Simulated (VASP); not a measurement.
# PbSe (Fm-3m) in VASP: density of states with PBE+D3(BJ)

Aim: the density of states of PbSe with PBE+D3(BJ).

Everything below comes from runs of VASP 6.6.1. Logs are shortened: lines on timing, memory, paths and dates and some standing lists are left out, and cuts for length are marked.

## 1. The cell of the first run

The structure is cubic, space group Fm-3m (No. 225). The conventional cell has a = 6.134 Å, b = 6.134 Å, c = 6.134 Å, α = 90.00°, β = 90.00°, γ = 90.00°. Pb (site symmetry m-3m) has 6 Se at 3.07 Å within 4.0 Å. Within 4.0 Å of Se (site symmetry m-3m) lie 6 Pb at 3.07 Å.

## 2. Density of states, PBE+D3(BJ)

POSCAR

```
PbSe
1.0
    0.0000000000      3.0671009925      3.0671009925
    3.0671009925      0.0000000000      3.0671009925
    3.0671009925      3.0671009925      0.0000000000
Pb Se
1 1
Direct
    0.0000000000      0.0000000000      0.0000000000
    0.5000000000      0.5000000000      0.5000000000
```

INCAR.step1

```
SYSTEM = PbSe
PREC = Accurate
ENCUT = 520
EDIFF = 1E-6
ISMEAR = 0
SIGMA = 0.01
LREAL = .FALSE.
LASPH = .TRUE.
NELM = 100
ALGO = Normal
ISIF = 2
LWAVE = .FALSE.
LCHARG = .TRUE.
GGA = PE
IVDW = 12
NBANDS = 17
```

KPOINTS.step1

```
Automatic mesh
0
G
  10 10 10
  0 0 0
```

INCAR.step2

```
SYSTEM = PbSe
PREC = Accurate
ENCUT = 520
EDIFF = 1E-6
ISMEAR = -5
SIGMA = 0.01
LREAL = .FALSE.
LASPH = .TRUE.
NELM = 100
ALGO = Normal
ISIF = 2
LWAVE = .FALSE.
LCHARG = .FALSE.
GGA = PE
IVDW = 12
LORBIT = 11
NEDOS = 2001
ICHARG = 11
```

KPOINTS.step2

```
Automatic mesh
0
G
  15 15 15
  0 0 0
```

Potentials or basis: VASP PAW PBE potentials, release 64 (Pb_d, Se).

Run with:

```bash
$ cat potpaw_PBE.64/Pb_d/POTCAR potpaw_PBE.64/Se/POTCAR > POTCAR
$ cp INCAR.step1 INCAR
$ cp KPOINTS.step1 KPOINTS
$ mpirun -np 1 vasp_std > vasp.out
$ cp INCAR.step2 INCAR
$ cp KPOINTS.step2 KPOINTS
$ mpirun -np 1 vasp_std > vasp.out
```

OUTCAR:

```text
SYSTEM = PbSe
   PREC = Accurate
   ENCUT = 520
   EDIFF = 1E-6
   ISMEAR = -5
   LREAL = .FALSE.
   LASPH = .TRUE.
   NELM = 100
   ISIF = 2
   GGA = PE
   IVDW = 12
   LORBIT = 11
   ICHARG = 11
 IVDW          = 12

 ion  position               nearest neighbor table
   1  0.000  0.000  0.000-   2 3.07   2 3.07   2 3.07   2 3.07   2 3.07   2 3.07
   2  0.500  0.500  0.500-   1 3.07   1 3.07   1 3.07   1 3.07   1 3.07   1 3.07

  LATTYP: Found a face centered cubic cell.
 ALAT       =     6.1342019850

  Lattice vectors:

 A1 = (   0.0000000000,   3.0671009925,   3.0671009925)
 A2 = (   3.0671009925,   0.0000000000,   3.0671009925)
 A3 = (   3.0671009925,   3.0671009925,   0.0000000000)

Analysis of symmetry for initial positions (statically):
=====================================================================
 Subroutine PRICEL returns:
 Original cell was already a primitive cell.

 Routine SETGRP: Setting up the symmetry group for a
 face centered cubic supercell.

 Subroutine GETGRP returns: Found 48 space group operations
 (whereof 48 operations were pure point group operations)
 out of a pool of 48 trial point group operations.

The static configuration has the point symmetry O_h .

Analysis of symmetry for dynamics (positions and initial velocities):
=====================================================================
 Subroutine PRICEL returns:
 Original cell was already a primitive cell.

 Routine SETGRP: Setting up the symmetry group for a
 face centered cubic supercell.

 Subroutine GETGRP returns: Found 48 space group operations
 (whereof 48 operations were pure point group operations)
 out of a pool of 48 trial point group operations.

The dynamic configuration has the point symmetry O_h .

 Subroutine INISYM returns: Found 48 space group operations
 (whereof 48 operations are pure point group operations),
 and found     1 'primitive' translations

----------------------------------------------------------------------------------------

                                     Primitive cell

  volume of cell :      57.7051

  direct lattice vectors                    reciprocal lattice vectors
     0.000000000  3.067100992  3.067100992    -0.163020390  0.163020390  0.163020390
     3.067100992  0.000000000  3.067100992     0.163020390 -0.163020390  0.163020390
     3.067100992  3.067100992  0.000000000     0.163020390  0.163020390 -0.163020390

  length of vectors
     4.337535821  4.337535821  4.337535821     0.282359598  0.282359598  0.282359598

  position of ions in fractional coordinates (direct lattice)
     0.000000000  0.000000000  0.000000000
     0.500000000  0.500000000  0.500000000

  ion indices of the primitive-cell ions
   primitive index   ion index
                 1           1
                 2           2

----------------------------------------------------------------------------------------

 KPOINTS: Automatic mesh

Automatic generation of k-mesh.
 Grid dimensions read from file:
 generate k-points for:   15   15   15

 Generating k-lattice:

  Cartesian coordinates                     Fractional coordinates (reciprocal lattice)
    -0.010868026  0.010868026  0.010868026     0.066666667  0.000000000  0.000000000
     0.010868026 -0.010868026  0.010868026     0.000000000  0.066666667  0.000000000
     0.010868026  0.010868026 -0.010868026     0.000000000  0.000000000  0.066666667

  Length of vectors
     0.018823973  0.018823973  0.018823973

  Shift w.r.t. Gamma in fractional coordinates (k-lattice)
     0.000000000  0.000000000  0.000000000

 TETIRR: Found    484 inequivalent tetrahedra from    20250

 Subroutine IBZKPT returns following result:
 ===========================================

 Found    120 irreducible k-points:

 Following reciprocal coordinates:
            Coordinates               Weight
  0.000000  0.000000  0.000000      1.000000
  0.066667  0.000000  0.000000      8.000000
  0.133333  0.000000  0.000000      8.000000
  0.200000  0.000000  0.000000      8.000000
  0.266667  0.000000  0.000000      8.000000
  0.333333  0.000000  0.000000      8.000000
[... 16 lines left out ...]
  0.133333  0.133333  0.000000      6.000000
  0.200000  0.133333  0.000000     24.000000
 [... further k-points ...]
   k-points           NKPTS =    120   k-points in BZ     NKDIM =    120   number of bands    NBANDS=     14
   number of dos      NEDOS =   2001   number of ions     NIONS =      2
   total plane-waves  NPLWV =  32768
   dimension x,y,z NGX =    32 NGY =   32 NGZ =   32
   dimension x,y,z NGXF=    64 NGYF=   64 NGZF=   64
   ions per type =               1   1
   NGX,Y,Z   is equivalent  to a cutoff of  12.26, 12.26, 12.26 a.u.
   NGXF,Y,Z  is equivalent  to a cutoff of  24.53, 24.53, 24.53 a.u.
 SYSTEM =  PbSe
   PREC   = accura    normal or accurate (medium, high low for compatibility)
   ISTART =      0    job   : 0-new  1-cont  2-samecut
   ICHARG =     11    charge: 1-file 2-atom 10-const
   ISPIN  =      1    spin polarized calculation?
   LNONCOLLINEAR =      F non collinear calculations
   LSORBIT =      F    spin-orbit coupling
   LASPH  =      T    aspherical Exc in radial PAW
   ENCUT  =  520.0 eV  38.22 Ry    6.18 a.u.   8.06  8.06  8.06*2*pi/ulx,y,z
   NELM   =    100;   NELMIN=  2; NELMDL=  0     # of ELM steps
   EDIFF  = 0.1E-05   stopping-criterion for ELM
   LREAL  =      F    real-space projection
   EDIFFG = 0.1E-04   stopping-criterion for IOM
   NSW    =      0    number of steps for IOM
   IBRION =     -1    ionic relax: 0-MD 1-quasi-New 2-CG
   NFREE  =      0    steps in history (QN), initial steepest desc. (CG)
   ISIF   =      2    stress and relaxation
   ISYM   =      2    0-nonsym 1-usesym 2-fastsym
   POTIM  = 0.5000    time-step for ionic-motion
   TEBEG  =    0.0;   TEEND  =   0.0 temperature during run
   PSTRESS=    0.0 pullay stress
   NELECT =      20.0000    total number of electrons
   NUPDOWN=      -1.0000    fix difference up-down
   EMIN   =  10.00;   EMAX   =-10.00  energy-range for DOS
   EFERMI =   0.00;   METHOD = LEGACY
   ISMEAR =    -5;   SIGMA  =   0.01  broadening in eV -4-tet -1-fermi 0-gaus
   EFERMI_NEDOS =   21; number of points for ismear=-14 and -15
   IALGO  =     38    algorithm
   IMIX   =      4    mixing-type and parameters
     AMIX     =   0.40;   BMIX     =  1.00
     AMIX_MAG =   1.60;   BMIX_MAG =  1.00
  volume/ion in A,a.u.               =      28.85       194.71
  Fermi-wavevector in a.u.,A,eV,Ry     =   1.149953  2.173096 17.992234  1.322392
  Thomas-Fermi vector in A             =   2.286620
   LORBIT       =     11    0 simple, 1 ext, 2 COOP (PROOUT), +10 PAW based schemes
   GGA     = PE    functional components
   LHFCALC =     F    Hartree Fock is set to
   AEXX    =    0.0000 exact exchange contribution
   IVDW    =    12    specifies the selected vdW correction
   LEPSILON=     F    determine dielectric tensor
   LRPA    =     F    only Hartree local field effects (RPA)
 non-spin polarized calculation
 Fermi weights with tetrahedron method with Bloechl corrections
  energy-cutoff  :      520.00
  volume of cell :       57.71
 maximum number of plane-waves:      1584

 number of electron      19.9999998 magnetization

 Free energy of the ion-electron system (eV)
  ---------------------------------------------------
  ext. energy  EPLUGINS =         0.00000000
  ---------------------------------------------------
  free energy    TOTEN  =        -8.18258058 eV

  energy without entropy =       -8.18258058  energy(sigma->0) =       -8.18258058

 E-fermi :   4.9174     XC(G=0):  -9.5007

 val. band max:        4.9069096687   @ k =   0.4667   0.0000   0.0000
 cond. band min:       5.3945569896   @ k =   0.4667   0.0000   0.0000
 fundamental gap:      0.4876473209
 Fermi energy:         4.9173600704

 k-point     1 :       0.0000    0.0000    0.0000
  band No.  band energies     occupation
      1     -11.8341      2.00000
      2     -11.8341      2.00000
      3     -11.8341      2.00000
      4     -11.8335      2.00000
      5     -11.8335      2.00000
      6      -8.5489      2.00000
      7      -1.3230      2.00000
      8       3.1418      2.00000
      9       3.1418      2.00000
     10       3.1418      2.00000
     11       9.6886      0.00000
     12       9.6886      0.00000
     13       9.6886      0.00000
     14      11.5210      0.00000

 k-point     2 :       0.0667    0.0000    0.0000
  band No.  band energies     occupation
      1     -11.8347      2.00000
      2     -11.8347      2.00000
      3     -11.8340      2.00000
      4     -11.8327      2.00000
      5     -11.8327      2.00000
      6      -8.5152      2.00000
      7      -1.4401      2.00000
      8       3.1534      2.00000
      9       3.1534      2.00000
     10       3.2254      2.00000
     11       9.3059      0.00000
     12       9.4651      0.00000
     13       9.4651      0.00000
     14      11.4443      0.00000

 k-point     3 :       0.1333    0.0000    0.0000
  band No.  band energies     occupation
      1     -11.8376      2.00000
      2     -11.8376      2.00000
      3     -11.8335      2.00000
      4     -11.8288      2.00000
      5     -11.8288      2.00000
      6      -8.4161      2.00000
      7      -1.7567      2.00000
      8       3.1880      2.00000
      9       3.1880      2.00000
     10       3.4434      2.00000
     11       8.5319      0.00000
     12       8.9483      0.00000
     13       8.9483      0.00000
     14      11.3327      0.00000

 k-point     4 :       0.2000    0.0000    0.0000
  band No.  band energies     occupation
      1     -11.8418      2.00000
      2     -11.8418      2.00000
      3     -11.8329      2.00000
      4     -11.8230      2.00000
      5     -11.8230      2.00000
      6      -8.2588      2.00000
      7      -2.1976      2.00000
      8       3.2451      2.00000
      9       3.2451      2.00000
     10       3.7294      2.00000
     11       7.7195      0.00000
     12       8.3461      0.00000
     13       8.3461      0.00000
     14      11.3661      0.00000

 k-point     5 :       0.2667    0.0000    0.0000
  band No.  band energies     occupation
      1     -11.8467      2.00000
      2     -11.8467      2.00000
      3     -11.8323      2.00000
      4     -11.8164      2.00000
      5     -11.8164      2.00000
      6      -8.0574      2.00000
      7      -2.6864      2.00000
      8       3.3215      2.00000
      9       3.3215      2.00000
     10       4.0307      2.00000
     11       6.9788      0.00000
[... 276 lines left out ...]
 k-point    22 :      -0.0667    0.0667    0.0000
  band No.  band energies     occupation
      1     -11.8366      2.00000
      2     -11.8355      2.00000
      3     -11.8341      2.00000
      4     -11.8321      2.00000
      5     -11.8291      2.00000
      6      -8.4595      2.00000
      7      -1.6156      2.00000
      8       3.0061      2.00000
      9       3.2509      2.00000
     10       3.4307      2.00000
     11       8.6944      0.00000
     12       8.9870      0.00000
     13       9.5141      0.00000
     14      11.3628      0.00000

 k-point    23 :       0.1333    0.1333    0.0000
  band No.  band energies     occupation
      1     -11.8449      2.00000
      2     -11.8371      2.00000
      3     -11.8305      2.00000
      4     -11.8273      2.00000
      5     -11.8273      2.00000
      6      -8.3697      2.00000
      7      -1.8082      2.00000
      8       2.8918      2.00000
      9       2.8918      2.00000
     10       3.9811      2.00000
     11       7.4959      0.00000
     12       9.5416      0.00000
     13       9.5416      0.00000
     14      10.5131      0.00000

 k-point    24 :       0.2000    0.1333    0.0000
  band No.  band energies     occupation
      1     -11.8517      2.00000
      2     -11.8378      2.00000
      3     -11.8316      2.00000
      4     -11.8237      2.00000
      5     -11.8217      2.00000
      6      -8.2513      2.00000
      7      -2.0619      2.00000
      8       2.8008      2.00000
      9       2.8245      2.00000
     10       4.1697      2.00000
     11       6.9837      0.00000
     12       9.2655      0.00000
     13       9.3793      0.00000
     14      10.4254      0.00000

 [... further k-points ...]

------------------------ aborting loop because EDIFF is reached ----------------------------------------

 Edisp (eV)   -0.73183

 E8    (eV) :    -0.3415

  FORCE on cell =-STRESS in cart. coord.  units (eV):
  Direction    XX          YY          ZZ          XY          YZ          ZX
  --------------------------------------------------------------------------------------
  -------------------------------------------------------------------------------------
  Total      -0.00538    -0.00538    -0.00538     0.00000     0.00000    -0.00000
  in kB      -0.14942    -0.14942    -0.14942     0.00000     0.00000    -0.00000
  external pressure =       -0.15 kB  Pullay stress =        0.00 kB

 VOLUME and BASIS-vectors are now :
 -----------------------------------------------------------------------------
  energy-cutoff  :      520.00
  volume of cell :       57.71
      direct lattice vectors                 reciprocal lattice vectors
     0.000000000  3.067100992  3.067100992    -0.163020390  0.163020390  0.163020390
     3.067100992  0.000000000  3.067100992     0.163020390 -0.163020390  0.163020390
     3.067100992  3.067100992  0.000000000     0.163020390  0.163020390 -0.163020390

 POSITION                                       TOTAL-FORCE (eV/Angst)
 -----------------------------------------------------------------------------------
      0.00000      0.00000      0.00000         0.000000      0.000000      0.000000
      3.06710      3.06710      3.06710        -0.000000     -0.000000     -0.000000
 -----------------------------------------------------------------------------------
    total drift:                                0.000000     -0.000000     -0.000000

  FREE ENERGIE OF THE ION-ELECTRON SYSTEM (eV)
  ---------------------------------------------------
  free  energy   TOTEN  =        -8.9144138916 eV

  energy  without entropy=       -8.9144138916  energy(sigma->0) =       -8.91441389

 total charge

# of ion       s       p       d       tot
------------------------------------------
    1        1.477   0.532   9.841  11.850
    2        1.466   2.334   0.017   3.817
--------------------------------------------------
tot          2.943   2.866   9.858  15.667
```

It took 73 s on 1 thread of AMD EPYC 7R13 (Zen 3), shared host; peak memory 0.23 GiB.

What came out:

| Quantity | Value |
| --- | --- |
| Valence electrons inside the program's atomic spheres | Pb 11.85; Se 3.82 |
| Dispersion energy per atom | -0.366 eV |

Caveat: spin-orbit coupling is left out, which moves the levels of the heavy elements.
